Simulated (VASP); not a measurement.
# Nb (Im-3m) in VASP: single point with r2SCAN

Aim: the single point of Nb with r2SCAN.

Program: VASP 6.6.1. These are calculated values, not measurements. Logs are shortened: lines on timing, memory, paths and dates and some standing lists are left out, and cuts for length are marked.

**1. The cell of the first run**

It takes space group Im-3m (No. 229, cubic). The conventional cell has a = 3.302 Å, b = 3.302 Å, c = 3.302 Å, α = 90.00°, β = 90.00°, γ = 90.00°. Nb (site symmetry m-3m) has 14 Nb at 2.86 to 3.30 Å within 3.8 Å.

**2. Single point, r2SCAN**

Contents of POSCAR:

```
Nb
1.0
   -1.6510905458      1.6510905458      1.6510905458
    1.6510905458     -1.6510905458      1.6510905458
    1.6510905458      1.6510905458     -1.6510905458
Nb
1
Direct
    0.0000000000      0.0000000000      0.0000000000
```

Contents of INCAR.step1:

```
PREC = Accurate
ENCUT = 520
ISMEAR = 1
SIGMA = 0.05
LREAL = F
LASPH = T
NELM = 60
NBANDS = 12
GGA = PE
ALGO = Normal
EDIFF = 1E-4
LWAVE = T
LCHARG = F
```

Contents of INCAR.step2:

```
PREC = Accurate
ENCUT = 520
EDIFF = 1E-7
ISMEAR = 1
SIGMA = 0.05
LREAL = F
LASPH = T
NELM = 60
ALGO = Normal
ISIF = 2
LWAVE = F
LCHARG = F
METAGGA = R2SCAN
LMIXTAU = T
NBANDS = 12
ISTART = 1
```

Contents of KPOINTS:

```
Automatic mesh
0
Gamma
  20 20 20
```

Potentials or basis: VASP PAW PBE potentials, release 64 (Nb_sv).

Command:

```sh
$ cat potpaw_PBE.64/Nb_sv/POTCAR > POTCAR
$ cp INCAR.step1 INCAR
$ mpirun -np 1 vasp_std > vasp.out
$ cp INCAR.step2 INCAR
$ mpirun -np 1 vasp_std > vasp.out
```

OUTCAR:

```text
PREC = Accurate
   ENCUT = 520
   EDIFF = 1E-7
   ISMEAR = 1
   LREAL = F
   LASPH = T
   NELM = 60
   ISIF = 2
   METAGGA = R2SCAN
   ISTART = 1

 ion  position               nearest neighbor table
   1  0.000  0.000  0.000-

  LATTYP: Found a body centered cubic cell.
 ALAT       =     3.3021810916

  Lattice vectors:

 A1 = (  -1.6510905458,   1.6510905458,   1.6510905458)
 A2 = (   1.6510905458,  -1.6510905458,   1.6510905458)
 A3 = (   1.6510905458,   1.6510905458,  -1.6510905458)

Analysis of symmetry for initial positions (statically):
=====================================================================
 Subroutine PRICEL returns:
 Original cell was already a primitive cell.

 Routine SETGRP: Setting up the symmetry group for a
 body centered cubic supercell.

 Subroutine GETGRP returns: Found 48 space group operations
 (whereof 48 operations were pure point group operations)
 out of a pool of 48 trial point group operations.

The static configuration has the point symmetry O_h .

Analysis of symmetry for dynamics (positions and initial velocities):
=====================================================================
 Subroutine PRICEL returns:
 Original cell was already a primitive cell.

 Routine SETGRP: Setting up the symmetry group for a
 body centered cubic supercell.

 Subroutine GETGRP returns: Found 48 space group operations
 (whereof 48 operations were pure point group operations)
 out of a pool of 48 trial point group operations.

The dynamic configuration has the point symmetry O_h .

 Subroutine INISYM returns: Found 48 space group operations
 (whereof 48 operations are pure point group operations),
 and found     1 'primitive' translations

----------------------------------------------------------------------------------------

                                     Primitive cell

  volume of cell :      18.0042

  direct lattice vectors                    reciprocal lattice vectors
    -1.651090546  1.651090546  1.651090546     0.000000000  0.302830151  0.302830151
     1.651090546 -1.651090546  1.651090546     0.302830151  0.000000000  0.302830151
     1.651090546  1.651090546 -1.651090546     0.302830151  0.302830151  0.000000000

  length of vectors
     2.859772713  2.859772713  2.859772713     0.428266507  0.428266507  0.428266507

  position of ions in fractional coordinates (direct lattice)
[... 83 lines left out ...]
   ISIF   =      2    stress and relaxation
   ISYM   =      2    0-nonsym 1-usesym 2-fastsym
   POTIM  = 0.5000    time-step for ionic-motion
   TEBEG  =    0.0;   TEEND  =   0.0 temperature during run
   PSTRESS=    0.0 pullay stress
   NELECT =      13.0000    total number of electrons
   NUPDOWN=      -1.0000    fix difference up-down
   EMIN   =  10.00;   EMAX   =-10.00  energy-range for DOS
   EFERMI =   0.00;   METHOD = LEGACY
   ISMEAR =     1;   SIGMA  =   0.05  broadening in eV -4-tet -1-fermi 0-gaus
   EFERMI_NEDOS =   21; number of points for ismear=-14 and -15
   IALGO  =     38    algorithm
   IMIX   =      4    mixing-type and parameters
     AMIX     =   0.40;   BMIX     =  1.00
     AMIX_MAG =   1.60;   BMIX_MAG =  1.00
  volume/ion in A,a.u.               =      18.00       121.50
  Fermi-wavevector in a.u.,A,eV,Ry     =   1.468695  2.775432 29.348666  2.157066
  Thomas-Fermi vector in A             =   2.584162
   LORBIT       =      0    0 simple, 1 ext, 2 COOP (PROOUT), +10 PAW based schemes
   METAGGA = R2SCAN    functional components
   LHFCALC =     F    Hartree Fock is set to
   AEXX    =    0.0000 exact exchange contribution
   IVDW    =     0    specifies the selected vdW correction
   LEPSILON=     F    determine dielectric tensor
   LRPA    =     F    only Hartree local field effects (RPA)
 non-spin polarized calculation
 Methfessel and Paxton  Order N= 1 SIGMA  =   0.05
  energy-cutoff  :      520.00
  volume of cell :       18.00
 maximum number of plane-waves:       498
 NGX is ok and might be reduce to    24
   NGX = 11   NGY = 11   NGZ = 11

 number of electron      13.0000000 magnetization

 Free energy of the ion-electron system (eV)
  ---------------------------------------------------
  ext. energy  EPLUGINS =         0.00000000
  ---------------------------------------------------
  free energy    TOTEN  =       -24.84250918 eV

  energy without entropy =      -24.84258008  energy(sigma->0) =      -24.84253281

 E-fermi :  11.1559     XC(G=0): -13.6285

 val. band max:       11.1481899154   @ k =   0.3000   0.1500   0.0000
 cond. band min:      11.1571264605   @ k =   0.2000   0.0000   0.0000
 fundamental gap:      0.0089365451
 Fermi energy:        11.1559456103

 k-point     1 :       0.0000    0.0000    0.0000
  band No.  band energies     occupation
      1     -45.0074      2.00000
      2     -19.5461      2.00000
      3     -19.5461      2.00000
      4     -19.5461      2.00000
      5       4.8555      2.00000
      6      11.5883     -0.00000
      7      11.5883     -0.00000
      8      11.5883     -0.00000
      9      14.7133      0.00000
     10      14.7133      0.00000
     11      26.0215      0.00000
     12      26.0215      0.00000
[... 331 lines left out ...]
 k-point    24 :       0.2500    0.1000    0.0000
  band No.  band energies     occupation
      1     -44.8215      2.00000
      2     -20.5338      2.00000
      3     -19.8640      2.00000
      4     -19.6048      2.00000
      5       7.5726      2.00000
      6      10.0743      2.00000
      7      10.8309      2.00000
      8      14.0307      0.00000
      9      15.2419      0.00000
     10      15.4601      0.00000
     11      25.7001      0.00000
     12      26.9864      0.00000

 [... further k-points ...]

------------------------ aborting loop because EDIFF is reached ----------------------------------------

  FORCE on cell =-STRESS in cart. coord.  units (eV):
  Direction    XX          YY          ZZ          XY          YZ          ZX
  --------------------------------------------------------------------------------------
  -------------------------------------------------------------------------------------
  Total       -0.0262644     -0.0262644     -0.0262644      0.0000000      0.0000000      0.0000000
  in kB       -2.3372489     -2.3372489     -2.3372489      0.0000000      0.0000000      0.0000000
  external PRESSURE =      -2.3372489 kB  Pullay stress =       0.0000000 kB

 VOLUME and BASIS-vectors are now :
 -----------------------------------------------------------------------------
  energy-cutoff  :      520.00
  volume of cell :       18.00
      direct lattice vectors                 reciprocal lattice vectors
    -1.651090546  1.651090546  1.651090546     0.000000000  0.302830151  0.302830151
     1.651090546 -1.651090546  1.651090546     0.302830151  0.000000000  0.302830151
     1.651090546  1.651090546 -1.651090546     0.302830151  0.302830151  0.000000000

 POSITION                                       TOTAL-FORCE (eV/Angst)
 -----------------------------------------------------------------------------------
      0.00000      0.00000      0.00000         0.000000      0.000000      0.000000
 -----------------------------------------------------------------------------------
    total drift:                                0.000000      0.000000      0.000000

  FREE ENERGIE OF THE ION-ELECTRON SYSTEM (eV)
  ---------------------------------------------------
  free  energy   TOTEN  =       -24.8425091762 eV

  energy  without entropy=      -24.8425800769  energy(sigma->0) =      -24.84253281
```

It took 94 s on 1 thread of Intel Xeon Platinum 8488C (Sapphire Rapids), shared host; peak memory 0.19 GiB.

Results:

| Item | Value |
| --- | --- |
| Free energy | -24.8425 eV |
| Pressure | -0.2 GPa |

Levels at points of the mesh, in eV from the Fermi level:
```
           k point  band 2  band 3  band 4  band 5  band 6  band 7  band 8  band 9  band 10  band 11
(0.00, 0.00, 0.00)  -30.70  -30.70  -30.70   -6.30    0.43    0.43    0.43    3.56     3.56    14.87
(0.50, 0.00, 0.00)  -32.15  -31.15  -30.72   -3.92   -1.72    2.24    3.57    4.30     6.65    12.14
(0.50, 0.50, 0.50)  -31.69  -31.69  -31.69   -3.90   -3.90    5.86    5.86    5.86     9.52     9.52
```

Caveat: the PAW data sets were made with another functional, which shifts forces and pressure a little.
